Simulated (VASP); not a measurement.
# Ti (Fm-3m) in VASP: a series of runs

The runs below take Ti through relaxation of cell and atoms, with PBEsol+D3(BJ), r2SCAN.

Program: VASP 6.6.1. These are calculated values, not measurements. Logs are shortened: lines on timing, memory, paths and dates and some standing lists are left out, and cuts for length are marked.

## Step 1: The cell of the first run

Symmetry: Fm-3m, No. 225, cubic system. The conventional cell has a = 4.060 Å, b = 4.060 Å, c = 4.060 Å, α = 90.00°, β = 90.00°, γ = 90.00°. Within 3.8 Å of Ti (site symmetry m-3m) lie 12 Ti at 2.87 Å.

## Step 2: Relaxation of cell and atoms, PBEsol+D3(BJ)

File INCAR:

```
SYSTEM = Ti
  PREC = Accurate
  ENCUT = 600
  EDIFF = 1E-6
  ISMEAR = 0
  SIGMA = 0.1
  LREAL = .FALSE.
  LASPH = .TRUE.
  NELM = 80
  ALGO = Normal
  ISIF = 3
  LWAVE = .FALSE.
  LCHARG = .FALSE.
  GGA = PS
  IVDW = 12
  IBRION = 2
  NSW = 80
  EDIFFG = -0.02
```

File KPOINTS:

```
regular mesh
0
G
  13 13 13
  0 0 0
```

File POSCAR:

```
Ti
1.0
    0.0000000000      2.0300000000      2.0300000000
    2.0300000000      0.0000000000      2.0300000000
    2.0300000000      2.0300000000      0.0000000000
Ti
1
Direct
    0.0000000000      0.0000000000      0.0000000000
```

Potentials or basis: VASP PAW PBE potentials, release 64 (Ti_sv).

Launch:

```console
cat potpaw_PBE.64/Ti_sv/POTCAR > POTCAR
mpirun -np 1 vasp_std > vasp.out
```

OUTCAR:

```text
SYSTEM = Ti
   PREC = Accurate
   ENCUT = 600
   EDIFF = 1E-6
   ISMEAR = 0
   LREAL = .FALSE.
   LASPH = .TRUE.
   NELM = 80
   ISIF = 3
   GGA = PS
   IVDW = 12
   IBRION = 2
   NSW = 80
   EDIFFG = -0.02
 IVDW          = 12

 ion  position               nearest neighbor table
   1  0.000  0.000  0.000-

  LATTYP: Found a face centered cubic cell.
 ALAT       =     4.0600000000

  Lattice vectors:

 A1 = (   0.0000000000,   2.0300000000,   2.0300000000)
 A2 = (   2.0300000000,   0.0000000000,   2.0300000000)
 A3 = (   2.0300000000,   2.0300000000,   0.0000000000)

Analysis of symmetry for initial positions (statically):
=====================================================================
 Subroutine PRICEL returns:
 Original cell was already a primitive cell.

 Routine SETGRP: Setting up the symmetry group for a
 face centered cubic supercell.

 Subroutine GETGRP returns: Found 48 space group operations
 (whereof 48 operations were pure point group operations)
 out of a pool of 48 trial point group operations.

The static configuration has the point symmetry O_h .

Analysis of symmetry for dynamics (positions and initial velocities):
=====================================================================
 Subroutine PRICEL returns:
 Original cell was already a primitive cell.

 Routine SETGRP: Setting up the symmetry group for a
 face centered cubic supercell.

 Subroutine GETGRP returns: Found 48 space group operations
 (whereof 48 operations were pure point group operations)
 out of a pool of 48 trial point group operations.

The dynamic configuration has the point symmetry O_h .

 Subroutine INISYM returns: Found 48 space group operations
 (whereof 48 operations are pure point group operations),
 and found     1 'primitive' translations

----------------------------------------------------------------------------------------

                                     Primitive cell

  volume of cell :      16.7309

  direct lattice vectors                    reciprocal lattice vectors
     0.000000000  2.030000000  2.030000000    -0.246305419  0.246305419  0.246305419
     2.030000000  0.000000000  2.030000000     0.246305419 -0.246305419  0.246305419
     2.030000000  2.030000000  0.000000000     0.246305419  0.246305419 -0.246305419

  length of vectors
     2.870853532  2.870853532  2.870853532     0.426613499  0.426613499  0.426613499

  position of ions in fractional coordinates (direct lattice)
     0.000000000  0.000000000  0.000000000

  ion indices of the primitive-cell ions
   primitive index   ion index
                 1           1

[... 67 lines left out ...]
   LSORBIT =      F    spin-orbit coupling
   LASPH  =      T    aspherical Exc in radial PAW
   ENCUT  =  600.0 eV  44.10 Ry    6.64 a.u.   5.73  5.73  5.73*2*pi/ulx,y,z
   NELM   =     80;   NELMIN=  2; NELMDL= -5     # of ELM steps
   EDIFF  = 0.1E-05   stopping-criterion for ELM
   LREAL  =      F    real-space projection
   EDIFFG = -.2E-01   stopping-criterion for IOM
   NSW    =     80    number of steps for IOM
   IBRION =      2    ionic relax: 0-MD 1-quasi-New 2-CG
   NFREE  =      1    steps in history (QN), initial steepest desc. (CG)
   ISIF   =      3    stress and relaxation
   ISYM   =      2    0-nonsym 1-usesym 2-fastsym
   POTIM  = 0.5000    time-step for ionic-motion
   TEBEG  =    0.0;   TEEND  =   0.0 temperature during run
   PSTRESS=    0.0 pullay stress
   NELECT =      12.0000    total number of electrons
   NUPDOWN=      -1.0000    fix difference up-down
   EMIN   =  10.00;   EMAX   =-10.00  energy-range for DOS
   EFERMI =   0.00;   METHOD = LEGACY
   ISMEAR =     0;   SIGMA  =   0.10  broadening in eV -4-tet -1-fermi 0-gaus
   EFERMI_NEDOS =   21; number of points for ismear=-14 and -15
   IALGO  =     38    algorithm
   IMIX   =      4    mixing-type and parameters
     AMIX     =   0.40;   BMIX     =  1.00
     AMIX_MAG =   1.60;   BMIX_MAG =  1.00
  volume/ion in A,a.u.               =      16.73       112.91
  Fermi-wavevector in a.u.,A,eV,Ry     =   1.465421  2.769245 29.217967  2.147460
  Thomas-Fermi vector in A             =   2.581280
   LORBIT       =      0    0 simple, 1 ext, 2 COOP (PROOUT), +10 PAW based schemes
   GGA     = PS    functional components
   LHFCALC =     F    Hartree Fock is set to
   AEXX    =    0.0000 exact exchange contribution
   IVDW    =    12    specifies the selected vdW correction
   LEPSILON=     F    determine dielectric tensor
   LRPA    =     F    only Hartree local field effects (RPA)
 conjugate gradient relaxation of ions
 non-spin polarized calculation
 Gauss-broadening in eV      SIGMA  =   0.10
  energy-cutoff  :      600.00
  volume of cell :       16.73
 maximum number of plane-waves:       571
   NGX = 11   NGY = 11   NGZ = 11

--------------------------------------- Ionic step        1  -------------------------------------------

 number of electron      12.0000002 magnetization

 Free energy of the ion-electron system (eV)
  ---------------------------------------------------
  ext. energy  EPLUGINS =         0.00000000
  ---------------------------------------------------
  free energy    TOTEN  =        -8.28898778 eV

  energy without entropy =       -8.28230255  energy(sigma->0) =       -8.28564516

------------------------ aborting loop because EDIFF is reached ----------------------------------------

 Edisp (eV)   -0.62284

 E8    (eV) :    -0.4358
[... 69 lines left out ...]
--------------------------------------- Ionic step        3  -------------------------------------------

 number of electron      11.9999998 magnetization

 Free energy of the ion-electron system (eV)
  ---------------------------------------------------
  ext. energy  EPLUGINS =         0.00000000
  ---------------------------------------------------
  free energy    TOTEN  =        -8.27151340 eV

  energy without entropy =       -8.26529158  energy(sigma->0) =       -8.26840249

 E-fermi :   9.1411     XC(G=0): -12.1069

 val. band max:        9.1201978899   @ k =   0.3846   0.0769   0.0000
 cond. band min:       9.1503159512   @ k =  -0.3846   0.3077   0.1538
 fundamental gap:      0.0301180613
 Fermi energy:         9.1411151606

 k-point     1 :       0.0000    0.0000    0.0000
  band No.  band energies     occupation
      1     -47.1711      2.00000
      2     -22.9923      2.00000
      3     -22.9923      2.00000
      4     -22.9923      2.00000
      5       2.8447      2.00000
      6      10.0839      0.00000
      7      10.0839      0.00000
      8      10.0839      0.00000
      9      11.9383      0.00000
     10      11.9383      0.00000
[... 287 lines left out ...]
 k-point    24 :       0.4615    0.1538    0.0000
  band No.  band energies     occupation
      1     -46.9827      2.00000
      2     -23.7986      2.00000
      3     -23.2104      2.00000
      4     -23.1556      2.00000
      5       6.7497      2.00000
      6       8.7099      2.00000
      7       9.6986      0.00000
      8      10.5624      0.00000
      9      13.2260      0.00000
     10      13.7013      0.00000

 [... further k-points ...]

------------------------ aborting loop because EDIFF is reached ----------------------------------------

 Edisp (eV)   -0.66143

 E8    (eV) :    -0.4628
[... 24 lines left out ...]
  FREE ENERGIE OF THE ION-ELECTRON SYSTEM (eV)
  ---------------------------------------------------
  free  energy   TOTEN  =        -8.9329386104 eV

  energy  without entropy=       -8.9267167820  energy(sigma->0) =       -8.92982770

 reached required accuracy - stopping structural energy minimisation
```

Wall time 22 s (1 thread of AMD EPYC 9R45 (Zen 5), shared host); peak memory 0.13 GiB.

Results:

- Free energy: -8.9329 eV
- Relaxed volume: 15.77 Å³/atom
- Relaxed cell: a = 2.815 Å, b = 2.815 Å, c = 2.815 Å, α = 60.00°, β = 60.00°, γ = 60.00°
- Space group after relaxing (to 0.05 Å): Fm-3m (No. 225)
- Energy gained by relaxing: 21.1 meV/atom
- Ionic steps: 3
- Pressure after relaxing: 0.0 GPa
- Band gap on the k mesh: zero (band 6 reaches 10.08 eV, above the bottom of band 7 at 8.60 eV)
- Dispersion energy per atom: -0.661 eV

Step by step:
```tsv
step	energy change (eV)	largest force (eV/Å)	pressure (GPa)	volume (Å³)
1	0.0000	0.0000	-6.65	16.73
2	-0.0097	0.0000	5.70	15.10
3	-0.0211	0.0000	0.04	15.77
```

Final structure:
```
Ti
1.0
     0.00000    1.99020    1.99020
     1.99020    0.00000    1.99020
     1.99020    1.99020    0.00000
Ti
1
Direct
  0.00000 0.00000 0.00000
```

Caveat: the PAW data sets were made with another functional, which shifts forces and pressure a little; pairwise dispersion overbinds metals, which lowers pressure and volume.

## Step 3: Relaxation of cell and atoms, r2SCAN

POSCAR is that of step 2.

File INCAR.step1:

```
SYSTEM = Ti
  PREC = Accurate
  ENCUT = 600
  ISMEAR = 0
  SIGMA = 0.1
  LREAL = .False.
  LASPH = .True.
  NELM = 100
  GGA = PE
  ALGO = Normal
  EDIFF = 1E-4
  LWAVE = .True.
  LCHARG = .False.
```

File INCAR.step2:

```
SYSTEM = Ti
  PREC = Accurate
  ENCUT = 600
  EDIFF = 1E-6
  ISMEAR = 0
  SIGMA = 0.1
  LREAL = .False.
  LASPH = .True.
  NELM = 100
  ALGO = Normal
  ISIF = 3
  LWAVE = .False.
  LCHARG = .False.
  METAGGA = R2SCAN
  LMIXTAU = .True.
  IBRION = 2
  NSW = 80
  EDIFFG = -0.02
  ISTART = 1
```

File KPOINTS:

```
regular mesh
0
Gamma
  13 13 13
  0 0 0
```

Potentials or basis: VASP PAW PBE potentials, release 64 (Ti_sv).

Launch:

```console
cat potpaw_PBE.64/Ti_sv/POTCAR > POTCAR
cp INCAR.step1 INCAR
mpirun -np 1 vasp_std > vasp.out
cp INCAR.step2 INCAR
mpirun -np 1 vasp_std > vasp.out
```

Run time: 2.1 min. Hardware: 1 thread of AMD EPYC 9R45 (Zen 5), shared host; peak memory 0.13 GiB.

It converged, with:

- Free energy: -12.8830 eV
- Relaxed volume: 17.41 Å³/atom
- Relaxed cell: a = 2.909 Å, b = 2.909 Å, c = 2.909 Å, α = 60.00°, β = 60.00°, γ = 60.00°
- Space group after relaxing (to 0.05 Å): Fm-3m (No. 225)
- Energy gained by relaxing: 9.4 meV/atom
- Ionic steps: 3
- Pressure after relaxing: 0.0 GPa
- Band gap on the k mesh: zero (band 6 reaches 9.21 eV, above the bottom of band 7 at 7.70 eV)

Step by step:
| step | energy change (eV) | largest force (eV/Å) | pressure (GPa) | volume (Å³) |
| --- | --- | --- | --- | --- |
| 1 | 0.0000 | 0.0000 | 4.63 | 16.73 |
| 2 | -0.0043 | 0.0000 | -3.10 | 17.93 |
| 3 | -0.0094 | 0.0000 | 0.00 | 17.41 |

Final structure:
```
Ti
1.0
     0.00000    2.05694    2.05694
     2.05694    0.00000    2.05694
     2.05694    2.05694    0.00000
Ti
1
Direct
  0.00000 0.00000 0.00000
```

Levels at points of the mesh, in eV from the Fermi level:
```tsv
k point	band 2	band 3	band 4	band 5	band 6	band 7	band 8	band 9	band 10
(0.00, 0.00, 0.00)	-33.84	-33.84	-33.84	-6.46	1.01	1.01	1.01	2.81	2.81
```

Caveat: the PAW data sets were made with another functional, which shifts forces and pressure a little. Zero-point motion and thermal expansion aren't in these numbers.
